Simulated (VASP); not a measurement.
Mg6O5 (a cell with a defect): single point with PBEsol

The system is Mg6O5 (a cell with a defect).

```
Mg O
1.0
     5.59086    0.00000    0.00000
     0.00000    5.59086    0.00000
     0.00000    0.00000    5.59086
Mg O
6 5
Cartesian
  1.3977 0.0000 2.7954
  0.0000 2.7954 1.3977
  2.7954 4.1931 0.0000
  4.1931 0.0000 2.7954
  0.0000 2.7954 4.1931
  2.7954 1.3977 0.0000
  2.7954 0.0000 1.3977
  0.0000 4.1931 2.7954
  4.5426 2.6204 0.0000
  2.7954 0.0000 4.1931
  0.0000 1.3977 2.7954
```

This cell differs from its parent crystal: atoms taken out, atom 9 moved 0.125 of the way to it and -0.175 Å across, host rigid.

```yaml
Program: VASP 6.6.1
Task: single point
Functional: PBEsol
Potentials_or_basis: VASP PAW PBE potentials, release 64 (Mg, O)
Cutoff: 520 eV
k_mesh: 4 × 4 × 4
Occupations: gaussian, width 0.05 eV
Spin: no spin polarisation
Dipole_correction: no
Further_INCAR_settings: ALGO = Normal; EDIFF = 1e-06; NBANDS = 32
```

```yaml
Pressure: 2.3 GPa
Largest_force: 4.752 eV/Å
Band_gap_on_the_k_mesh: 0.82 eV
```

Forces on the atoms (eV/Å):
```
Mg  -0.059  0.027  0.000
Mg   1.841  0.065  2.528
Mg   0.277  0.043  0.000
Mg   0.082  0.115  0.000
Mg   1.841  0.065 -2.528
Mg   0.632 -0.104  0.000
O    0.133 -0.093 -0.120
O   -0.148 -0.031  0.000
O   -4.752 -0.003  0.000
O    0.133 -0.093  0.120
O    0.022  0.009  0.000
```

Stress tensor (GPa, compression positive):
```
 0.51  0.74  0.00
 0.74 -0.12  0.00
 0.00  0.00  6.36
```

Levels at points of the mesh, in eV from the valence-band top:
```tsv
k point	band 18	band 19	band 20	band 21	band 22	band 23	band 24	band 25
(0.00, 0.00, 0.00)	-3.19	-2.62	-2.50	-2.00	2.29	2.85	3.07	3.61
(0.50, 0.00, 0.00)	-3.21	-2.62	-2.50	-0.57	1.29	2.71	3.33	4.39
(0.00, 0.50, 0.00)	-3.28	-3.20	-2.62	-0.95	1.21	3.12	3.59	4.62
(0.00, 0.00, 0.50)	-3.21	-3.20	-2.50	-1.09	0.83	2.92	3.91	4.30
(0.50, 0.50, 0.00)	-3.27	-3.15	-2.62	-0.32	1.88	2.13	3.38	3.60
(0.00, 0.50, 0.50)	-3.43	-3.33	-3.02	-0.70	1.81	2.15	3.08	4.56
(0.50, 0.00, 0.50)	-3.14	-3.13	-2.50	-0.38	1.52	2.29	3.55	3.78
(0.50, 0.50, 0.50)	-3.56	-3.38	-3.34	0.00	2.09	2.28	3.04	3.92
```

Wall time 4.6 min on 1 thread of Intel Xeon 8259CL, on a shared host, peak memory 0.33 GiB.

Caveat: the cell differs from its parent crystal (atoms taken out, atom 9 moved 0.125 of the way to it and -0.175 Å across, host rigid); the PAW data sets were made with another functional, which shifts forces and pressure a little.
